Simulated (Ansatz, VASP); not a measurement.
**One calculation of SrO, two programs**

```
Sr O
1.0
     0.00000    2.58378    2.58378
     2.58378    0.00000    2.58378
     2.58378    2.58378    0.00000
Sr O
1 1
Direct
  0.50000 0.50000 0.50000
  0.00000 0.00000 0.00000
```

Alike in both runs: task single point; functional PBE; k mesh 6 × 6 × 6; occupations gaussian, width 0.1 eV; no spin polarisation.

|  | VASP | Ansatz |
| --- | --- | --- |
| version | VASP 6.6.1 | Ansatz 0.2.0 |
| potentials or method | VASP PAW PBE potentials, release 64 (Sr_sv, O), cutoff 600 eV | scalar-relativistic, plane waves, PAW |
| valence electrons in the cell | 16 | 16 |

|  | VASP | Ansatz | Ansatz less VASP |
| --- | --- | --- | --- |
| gap on the k mesh at the Fermi level (eV) | 3.27 | 3.32 | +0.046 |
| least direct gap on the mesh (eV) | 3.37 | 3.41 | +0.036 |
| pressure (GPa) | 1.8 | 1.4 | -0.46 |

With one functional, cell and mesh, what is left measures potentials, basis and numerics.
